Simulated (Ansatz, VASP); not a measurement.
## Two plane-wave programs on GaN

POSCAR

```
GaN
1.0
    3.1273200000     -0.0205600000     -0.0059100000
   -1.5814700000      2.8051100000      0.0505700000
   -0.0096100000      0.0893200000      5.1431400000
Ga N
2 2
Direct
    0.3255800000      0.6624100000      0.0032900000
    0.6663600000      0.3282900000      0.4966200000
    0.3404400000      0.6682900000      0.3748800000
    0.6729150484      0.3355703787      0.8708365566
```

The input INCAR.step1:

```
  PREC = Accurate
  ENCUT = 520
  ISMEAR = 0
  SIGMA = 0.01
  LREAL = F
  LASPH = T
  NELM = 60
  NBANDS = 26
  GGA = PE
  ALGO = Normal
  EDIFF = 1E-4
  LWAVE = T
  LCHARG = F
```

Contents of INCAR.step2:

```
  PREC = Accurate
  ENCUT = 520
  EDIFF = 1E-6
  ISMEAR = 0
  SIGMA = 0.01
  LREAL = F
  LASPH = T
  NELM = 60
  ALGO = Normal
  ISIF = 2
  LWAVE = F
  LCHARG = F
  METAGGA = R2SCAN
  LMIXTAU = T
  NBANDS = 26
  ISTART = 1
```

File KPOINTS:

```
Automatic mesh
0
Gamma
  6 6 4
```

Input for Ansatz:

```yaml
crystal:
  lattice:
    - [3.12732, -0.02056, -0.00591]
    - [-1.58147, 2.80511, 0.05057]
    - [-0.00961, 0.08932, 5.14314]
  atoms:
    - { symbol: Ga, position: [0.32558, 0.66241, 0.00329] }
    - { symbol: Ga, position: [0.66636, 0.32829, 0.49662] }
    - { symbol: "N", position: [0.34044, 0.66829, 0.37488] }
    - { symbol: "N", position: [0.6729150483773672, 0.33557037868731665, 0.8708365565949386] }
basis:
  ecutwfc: 650.0
  xc_grid: 2
kpoints:
  mp_grid:
    grid: [6, 6, 4]
hamiltonian:
  xc: r2scan
scf:
  convergence:
    dr2_threshold: 1.0e-09
  occupations:
    method: fixed
output:
  forces: true
  stress: true
```

Alike in both runs: task single point; functional r2SCAN; k mesh 6 × 6 × 4; no spin polarisation.

|  | VASP | Ansatz |
| --- | --- | --- |
| version | VASP 6.6.1 | Ansatz 0.2.0 |
| potentials or method | VASP PAW PBE potentials, release 64 (Ga_d, N), cutoff 520 eV | plane waves, PAW |
| occupations | gaussian, width 0.01 eV | fixed |
| valence electrons in the cell | 36 | 36 |

|  | VASP | Ansatz | Ansatz less VASP |
| --- | --- | --- | --- |
| pressure (GPa) | 3.9 | 2.7 | -1.17 |
| traceless stress, the component that is largest in VASP (GPa) | -6.80 | -6.70 | +0.100 |
| rms of the force components (eV/Å) | 0.403 | 0.397 | -0.0058 |

VASP's potentials were made for PBE, not for r2SCAN. Atom by atom the forces differ by 0.009 eV/Å (rms over components). Ansatz's warnings: stress scf threshold loose.
